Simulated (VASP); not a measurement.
Set up this calculation in VASP 6.6.1, as the native input.

* Task: single point
* Functional: PBE
* Potentials or basis: VASP PAW PBE potentials, release 64 (S, Zn)
* Cutoff: 520 eV
* k mesh: 12 × 12 × 12
* Occupations: gaussian, width 0.05 eV
* Spin: no spin polarisation
* Dipole correction: no
* Further INCAR settings: ALGO = Normal; EDIFF = 1e-06; NBANDS = 16

The structure of ZnS lies in POSCAR:

```
ZnS
1.0
    0.0000000000      2.5854416189      2.5854416189
    2.5854416189      0.0000000000      2.5854416189
    2.5854416189      2.5854416189      0.0000000000
S Zn
1 1
Direct
    0.0000000000      0.0000000000      0.0000000000
    0.5000000000      0.5000000000      0.5000000000
```

This cell differs from its parent crystal: volume scaled by 1.040.

These files were run (other wordings do the same):

INCAR

```
ALGO = Normal ; EDIFF = 1E-6
ENCUT = 520 ; GGA = PE
ISIF = 2 ; ISMEAR = 0
LASPH = T ; LCHARG = T
LELF = T ; LREAL = F
LVHAR = T ; LWAVE = F
NBANDS = 16 ; NELM = 100
PREC = Accurate ; SIGMA = 0.05
```

KPOINTS

```
k-points
0
Gamma
  12 12 12
```

Potentials or basis: VASP PAW PBE potentials, release 64 (S, Zn).

The run is started by

```console
$ cat potpaw_PBE.64/S/POTCAR potpaw_PBE.64/Zn/POTCAR > POTCAR
$ mpirun -np 1 vasp_std > vasp.out
```

Results of the run:

* Pressure: -3.0 GPa
* Band gap on the k mesh: zero (band 9 reaches 3.40 eV, above the bottom of band 10 at 3.10 eV)

Wall time 38 s on 1 thread of Intel(R) Xeon(R) Platinum 8259CL CPU @ 2.50GHz (Skylake/Cascade Lake), on a shared host, peak memory 0.18 GiB.
